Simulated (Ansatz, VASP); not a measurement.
**One calculation of InSe, two programs**

```
CELL_PARAMETERS angstrom
3.63067 0.00000 0.00000
0.00000 3.63067 0.00000
0.00000 0.00000 3.63067
ATOMIC_POSITIONS crystal
In 0.00000 0.00000 0.00000
Se 0.50000 0.50000 0.50000
```

Alike in both runs: task relaxation of cell and atoms; functional r2SCAN; k mesh 6 × 6 × 6; occupations gaussian, width 0.1 eV; no spin polarisation.

|  | VASP | Ansatz |
| --- | --- | --- |
| version | VASP 6.6.1 | Ansatz 0.2.0 |
| potentials or method | VASP PAW PBE potentials, release 64 (In_d, Se), cutoff 600 eV | scalar-relativistic, plane waves, PAW |
| valence electrons in the cell | 19 | 29 |

```tsv
	VASP	Ansatz	Ansatz less VASP
gap on the k mesh at the Fermi level, each at its own relaxed structure (eV)	none	none	-
relaxed volume (Å³/atom)	23.31	23.24	-0.069
relaxed length of the cell vector where the two differ most in proportion (Å)	3.599	3.596	-0.0035
```

VASP's potentials were made for PBE, not for r2SCAN. A gap of «none» marks a metal or a gap that the smearing closes. VASP's potentials hold 19 valence electrons a cell and Ansatz's 29, so a difference there can come from the potentials and not from the codes.
